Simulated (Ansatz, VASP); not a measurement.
MgHgSe2: VASP beside Ansatz

```
CELL_PARAMETERS angstrom
4.31386 0.00000 0.00000
0.00000 4.31386 0.00000
0.00000 0.00000 5.98545
ATOMIC_POSITIONS crystal
Mg 0.00000 0.00000 0.00000
Se 0.00000 0.50000 0.23548
Se 0.50000 0.00000 0.76452
Hg 0.50000 0.50000 0.50000
```

Alike in both runs: task single point; functional PBE; k mesh 6 × 6 × 4; occupations fermi-dirac, width 0.02 eV; non-collinear spin, spin-orbit coupling.

|  | VASP | Ansatz |
| --- | --- | --- |
| version | VASP 6.6.1 | Ansatz 0.2.0 |
| potentials or method | VASP PAW PBE potentials, release 64 (Mg, Se, Hg) | plane waves, PAW |
| plane-wave cutoff (eV) | 520 | 420 |
| valence electrons in the cell | 26 | 62 |

VASP gave:

- pressure (GPa): 1.3
- rms of the force components (eV/Å): 0.016
- net moment per atom (μB): 0.00

Problem. Which values does Ansatz return?

Solution. Pressure (GPa): 1.2; rms of the force components (eV/Å): 0.007; net moment per atom (μB): 0.00.

VASP's potentials hold 26 valence electrons a cell and Ansatz's 62, so a difference there can come from the potentials and not from the codes.
